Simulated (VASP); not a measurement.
# CsBe3Ag (Pmmm) in VASP: notebook

CsBe3Ag is run at these levels: PBE; tasks: single point, relaxation of cell and atoms.

All numbers are computed with VASP 6.6.1; they aren't measurements. Logs are shortened: lines on timing, memory, paths and dates and some standing lists are left out, and cuts for length are marked.

## Step 1: The cell of the first run

Symmetry: Pmmm, No. 47, orthorhombic system. The conventional cell has a = 4.084 Å, b = 4.265 Å, c = 5.780 Å, α = 90.00°, β = 90.00°, γ = 90.00°. Within 3.1 Å of Cs (site symmetry mmm) lie 4 Be at 2.32 Å. Be (site symmetry mm2) has 1 Ag at 1.78 Å and 1 Be at 2.22 Å and 2 Cs at 2.32 Å within 2.4 Å. Within 2.8 Å of Be (site symmetry mmm) lie 2 Ag at 2.13 Å and 4 Be at 2.78 Å. Within 2.4 Å of Ag (site symmetry mmm) lie 4 Be at 1.78 to 2.13 Å.

The cell was generated, and may not be a known phase.

## Step 2: Single point, PBE

Contents of INCAR:

```
SYSTEM = CsBe3Ag
ALGO = Fast
EDIFF = 1E-6
ENCUT = 520
GGA = PE
ISIF = 2
ISMEAR = 0
LASPH = .TRUE.
LCHARG = .FALSE.
LREAL = .FALSE.
LWAVE = .FALSE.
NBANDS = 21
NELM = 100
PREC = Accurate
SIGMA = 0.1
```

Contents of KPOINTS:

```
k-points
0
G
  4 4 4
  0 0 0
```

Contents of POSCAR:

```
CsBe3Ag
1.0
    4.0839783700      0.0000000000      0.0000000000
    0.0000000000      4.2645864900      0.0000000000
    0.0000000000      0.0000000000      5.7797936400
Cs Be Ag
1 3 1
Direct
    0.5000000000      0.5000000000      0.5000000000
    0.0000000000      0.5000000000      0.3082385600
    0.0000000000      0.5000000000      0.6917614400
    0.0000000000      0.0000000000      0.0000000000
    0.0000000000      0.5000000000      0.0000000000
```

Potentials or basis: VASP PAW PBE potentials, release 64 (Cs_sv, Be, Ag).

The run is started by

```bash
$ cat potpaw_PBE.64/Cs_sv/POTCAR potpaw_PBE.64/Be/POTCAR potpaw_PBE.64/Ag/POTCAR > POTCAR
$ mpirun -np 1 vasp_std > vasp.out
```

OUTCAR:

```text
SYSTEM = CsBe3Ag
   EDIFF = 1E-6
   ENCUT = 520
   GGA = PE
   ISIF = 2
   ISMEAR = 0
   LASPH = .TRUE.
   LREAL = .FALSE.
   NELM = 100
   PREC = Accurate

 ion  position               nearest neighbor table
   1  0.500  0.500  0.500-   2 2.32   3 2.32   2 2.32   3 2.32
   2  0.000  0.500  0.308-   5 1.78   3 2.22   1 2.32   1 2.32
   3  0.000  0.500  0.692-   5 1.78   2 2.22   1 2.32   1 2.32
   4  0.000  0.000  0.000-   5 2.13   5 2.13
   5  0.000  0.500  0.000-   2 1.78   3 1.78   4 2.13   4 2.13

  LATTYP: Found a simple orthorhombic cell.
 ALAT       =     4.0839783700
 B/A-ratio  =     1.0442235741
 C/A-ratio  =     1.4152361047

  Lattice vectors:

 A1 = (   4.0839783700,   0.0000000000,   0.0000000000)
 A2 = (   0.0000000000,   4.2645864900,   0.0000000000)
 A3 = (   0.0000000000,   0.0000000000,   5.7797936400)

Analysis of symmetry for initial positions (statically):
=====================================================================
 Subroutine PRICEL returns:
 Original cell was already a primitive cell.

 Routine SETGRP: Setting up the symmetry group for a
 simple orthorhombic supercell.

 Subroutine GETGRP returns: Found  8 space group operations
 (whereof  8 operations were pure point group operations)
 out of a pool of  8 trial point group operations.

The static configuration has the point symmetry D_2h.

Analysis of symmetry for dynamics (positions and initial velocities):
=====================================================================
 Subroutine PRICEL returns:
 Original cell was already a primitive cell.

 Routine SETGRP: Setting up the symmetry group for a
 simple orthorhombic supercell.

 Subroutine GETGRP returns: Found  8 space group operations
 (whereof  8 operations were pure point group operations)
 out of a pool of  8 trial point group operations.

The dynamic configuration has the point symmetry D_2h.

 Subroutine INISYM returns: Found  8 space group operations
 (whereof  8 operations are pure point group operations),
 and found     1 'primitive' translations

----------------------------------------------------------------------------------------

                                     Primitive cell

  volume of cell :     100.6637

  direct lattice vectors                    reciprocal lattice vectors
     4.083978370  0.000000000  0.000000000     0.244859279  0.000000000  0.000000000
[... 93 lines left out ...]
   LREAL  =      F    real-space projection
   EDIFFG = 0.1E-04   stopping-criterion for IOM
   NSW    =      0    number of steps for IOM
   IBRION =     -1    ionic relax: 0-MD 1-quasi-New 2-CG
   NFREE  =      0    steps in history (QN), initial steepest desc. (CG)
   ISIF   =      2    stress and relaxation
   ISYM   =      2    0-nonsym 1-usesym 2-fastsym
   POTIM  = 0.5000    time-step for ionic-motion
   TEBEG  =    0.0;   TEEND  =   0.0 temperature during run
   PSTRESS=    0.0 pullay stress
   NELECT =      26.0000    total number of electrons
   NUPDOWN=      -1.0000    fix difference up-down
   EMIN   =  10.00;   EMAX   =-10.00  energy-range for DOS
   EFERMI =   0.00;   METHOD = LEGACY
   ISMEAR =     0;   SIGMA  =   0.10  broadening in eV -4-tet -1-fermi 0-gaus
   EFERMI_NEDOS =   21; number of points for ismear=-14 and -15
   IALGO  =     68    algorithm
   IMIX   =      4    mixing-type and parameters
     AMIX     =   0.40;   BMIX     =  1.00
     AMIX_MAG =   1.60;   BMIX_MAG =  1.00
  volume/ion in A,a.u.               =      20.13       135.86
  Fermi-wavevector in a.u.,A,eV,Ry     =   1.042578  1.970186 14.789098  1.086968
  Thomas-Fermi vector in A             =   2.177249
   LORBIT       =      0    0 simple, 1 ext, 2 COOP (PROOUT), +10 PAW based schemes
   GGA     = PE    functional components
   LHFCALC =     F    Hartree Fock is set to
   AEXX    =    0.0000 exact exchange contribution
   IVDW    =     0    specifies the selected vdW correction
   LEPSILON=     F    determine dielectric tensor
   LRPA    =     F    only Hartree local field effects (RPA)
 non-spin polarized calculation
 RMM-DIIS sequential band-by-band and
 Gauss-broadening in eV      SIGMA  =   0.10
  energy-cutoff  :      520.00
  volume of cell :      100.66
 maximum number of plane-waves:      2740
   NGX = 15   NGY = 15   NGZ = 21

 number of electron      25.9999998 magnetization

 Free energy of the ion-electron system (eV)
  ---------------------------------------------------
  ext. energy  EPLUGINS =         0.00000000
  ---------------------------------------------------
  free energy    TOTEN  =        -3.12857406 eV

  energy without entropy =       -3.11982527  energy(sigma->0) =       -3.12419966

 E-fermi :   3.6479     XC(G=0):  -8.9371

 val. band max:        3.6162854625   @ k =   0.2500   0.2500   0.5000
 cond. band min:       3.7254059587   @ k =   0.0000   0.5000   0.5000
 fundamental gap:      0.1091204962
 Fermi energy:         3.6478536633

 k-point     1 :       0.0000    0.0000    0.0000
  band No.  band energies     occupation
      1     -19.4230      2.00000
      2      -7.1183      2.00000
      3      -6.5908      2.00000
      4      -5.7922      2.00000
      5      -4.5307      2.00000
      6      -3.3480      2.00000
[... 565 lines left out ...]
     20       9.4238      0.00000
     21       9.7722      0.00000

 [... further k-points ...]

------------------------ aborting loop because EDIFF is reached ----------------------------------------

  FORCE on cell =-STRESS in cart. coord.  units (eV):
  Direction    XX          YY          ZZ          XY          YZ          ZX
  --------------------------------------------------------------------------------------
  -------------------------------------------------------------------------------------
  Total       20.4095926      4.2253442     27.0059046     -0.0000000      0.0000000      0.0000000
  in kB      324.8420367     67.2511908    429.8298960     -0.0000000      0.0000000      0.0000000
  external PRESSURE =     273.9743745 kB  Pullay stress =       0.0000000 kB

 VOLUME and BASIS-vectors are now :
 -----------------------------------------------------------------------------
  energy-cutoff  :      520.00
  volume of cell :      100.66
      direct lattice vectors                 reciprocal lattice vectors
     4.083978370  0.000000000  0.000000000     0.244859279  0.000000000  0.000000000
     0.000000000  4.264586490  0.000000000     0.000000000  0.234489323  0.000000000
     0.000000000  0.000000000  5.779793640     0.000000000  0.000000000  0.173016558

 POSITION                                       TOTAL-FORCE (eV/Angst)
 -----------------------------------------------------------------------------------
      2.04199      2.13229      2.88990         0.000000      0.000000      0.000000
      0.00000      2.13229      1.78156         0.000000      0.000000      5.676578
      0.00000      2.13229      3.99824         0.000000      0.000000     -5.676578
      0.00000      0.00000      0.00000         0.000000      0.000000      0.000000
      0.00000      2.13229      0.00000         0.000000      0.000000      0.000000
 -----------------------------------------------------------------------------------
    total drift:                               -0.000000      0.000000     -0.000000

  FREE ENERGIE OF THE ION-ELECTRON SYSTEM (eV)
  ---------------------------------------------------
  free  energy   TOTEN  =        -3.1285740619 eV

  energy  without entropy=       -3.1198252654  energy(sigma->0) =       -3.12419966
```

OSZICAR:

```text
N       E                     dE             d eps       ncg     rms          rms(c)
DAV:   1     0.144458456408E+03    0.14446E+03   -0.11534E+04  1134   0.107E+03
DAV:   2     0.374244798472E+01   -0.14072E+03   -0.13403E+03  1292   0.217E+02
DAV:   3    -0.613142932328E+01   -0.98739E+01   -0.97192E+01  1499   0.581E+01
DAV:   4    -0.628386040305E+01   -0.15243E+00   -0.15229E+00  1388   0.735E+00
DAV:   5    -0.628562333354E+01   -0.17629E-02   -0.17627E-02  1490   0.789E-01    0.105E+01
RMM:   6    -0.357380486468E+01    0.27118E+01   -0.78158E+00  1176   0.155E+01    0.347E+00
RMM:   7    -0.318926595822E+01    0.38454E+00   -0.11213E+00  1262   0.523E+00    0.151E+00
RMM:   8    -0.312593584199E+01    0.63330E-01   -0.35214E-01  1345   0.259E+00    0.407E-01
RMM:   9    -0.312728820372E+01   -0.13524E-02   -0.42382E-02  1379   0.119E+00    0.210E-01
RMM:  10    -0.312816184591E+01   -0.87364E-03   -0.88145E-03  1387   0.482E-01    0.890E-02
RMM:  11    -0.312851217125E+01   -0.35033E-03   -0.16067E-03  1437   0.220E-01    0.101E-01
RMM:  12    -0.312855300188E+01   -0.40831E-04   -0.35864E-04  1484   0.792E-02    0.977E-02
RMM:  13    -0.312859749860E+01   -0.44497E-04   -0.95818E-05  1318   0.571E-02    0.245E-02
RMM:  14    -0.312857505934E+01    0.22439E-04   -0.56703E-05  1350   0.356E-02    0.249E-02
RMM:  15    -0.312857461303E+01    0.44631E-06   -0.10118E-05  1292   0.147E-02    0.154E-02
RMM:  16    -0.312857406186E+01    0.55117E-06   -0.27119E-06  1094   0.842E-03
   1 F= -.31285741E+01 E0= -.31241997E+01  d E =-.874880E-02
```

stdout:

```text
POSCAR found type information on POSCAR CsBeAg
 POSCAR found :  3 types and       5 ions
 scaLAPACK will be used
 LDA part: xc-table for (Slater+PW92), standard interpolation
 POSCAR, INCAR and KPOINTS ok, starting setup
 FFT: planning ... GRIDC
 FFT: planning ... GRID_SOFT
 FFT: planning ... GRID
 WAVECAR not read
 entering main loop
```

It took 49 s on 1 thread of Oxide Virtual Turin-like, shared host; peak memory 0.2 GiB.

Results:

```yaml
Free_energy: -3.1286 eV
Pressure: 27.4 GPa
Largest_force: 5.677 eV/Å
Band_gap_on_the_k_mesh: zero (bands 13 and 14 overlap by 1.06 eV)
```

Forces in eV/Å, atoms in the order of the input:
```
Cs   0.000  0.000  0.000
Be   0.000  0.000  5.677
Be   0.000  0.000 -5.677
Be   0.000  0.000  0.000
Ag   0.000  0.000  0.000
```

Caveat: the k points lie up to 0.38 Å⁻¹ apart, too coarse for converged energies and pressures of a metal; spin-orbit coupling is left out, which moves the levels of the heavy elements; forces of over 1 eV/Å act on the atoms, so gaps and moduli don't describe the material at rest.

## Step 3: Single point, PBE

This run uses another cell than the first one, of 38.64 Å³/atom.

Contents of INCAR:

```
ALGO = Normal
EDIFF = 1E-7
ENCUT = 520
GGA = PE
ISIF = 2
ISMEAR = 0
LASPH = T
LCHARG = F
LREAL = F
LWAVE = F
NBANDS = 21
NELM = 100
PREC = Accurate
SIGMA = 0.1
```

Contents of KPOINTS:

```
k-points
0
Gamma
  4 4 4
```

Contents of POSCAR:

```
CsBe3Ag
1.0
    6.7568397607      0.0000000000      0.0000000000
    0.0000000000      4.4195006186      0.0000000000
    0.0000000000      0.0000000000      6.4704283584
Cs Be Ag
1 3 1
Direct
    0.5000000000      0.5000000000      0.5000000000
    0.0000000000      0.5000000000      0.3381718077
    0.0000000000      0.5000000000      0.6618281923
    0.0000000000      0.0000000000      0.0000000000
    0.0000000000      0.5000000000      0.0000000000
```

Potentials or basis: VASP PAW PBE potentials, release 64 (Cs_sv, Be, Ag).

The run is started by

```bash
$ cat potpaw_PBE.64/Cs_sv/POTCAR potpaw_PBE.64/Be/POTCAR potpaw_PBE.64/Ag/POTCAR > POTCAR
$ mpirun -np 1 vasp_std > vasp.out
```

Run time: 97 s. Hardware: 1 thread of Oxide Virtual Turin-like, shared host; peak memory 0.31 GiB.

The run converged. Its results:

* Free energy: -9.3845 eV
* Pressure: 0.0 GPa
* Band gap on the k mesh: zero (bands 13 and 14 overlap by 0.92 eV)

Levels at points of the mesh, in eV from the Fermi level:
| k point | band 10 | band 11 | band 12 | band 13 | band 14 | band 15 | band 16 | band 17 |
| --- | --- | --- | --- | --- | --- | --- | --- | --- |
| (0.00, 0.00, 0.00) | -4.31 | -2.41 | -1.78 | -0.21 | 0.52 | 1.28 | 2.25 | 2.67 |
| (0.50, 0.00, 0.00) | -4.13 | -2.14 | -1.90 | -1.18 | 0.47 | 1.34 | 1.94 | 3.28 |
| (0.00, 0.50, 0.00) | -3.74 | -2.64 | -1.86 | -0.71 | 0.93 | 1.42 | 1.49 | 1.90 |
| (0.50, 0.50, 0.00) | -3.49 | -2.66 | -1.64 | -0.88 | -0.14 | 1.06 | 1.75 | 2.00 |
| (0.00, 0.00, 0.50) | -4.00 | -3.91 | -0.07 | -0.03 | 0.87 | 1.32 | 1.64 | 2.55 |
| (0.50, 0.00, 0.50) | -3.93 | -3.59 | -0.13 | -0.06 | 0.07 | 0.90 | 1.86 | 2.28 |
| (0.00, 0.50, 0.50) | -3.33 | -3.14 | -2.40 | -0.09 | 0.81 | 1.30 | 1.86 | 2.39 |
| (0.50, 0.50, 0.50) | -3.17 | -2.91 | -2.35 | -0.33 | 0.57 | 0.87 | 1.59 | 1.66 |

Caveat: spin-orbit coupling is left out, which moves the levels of the heavy elements.

[end of part 1 of 2]

The gap in the log of VASP goes by the Fermi energy; the results here count the filled bands.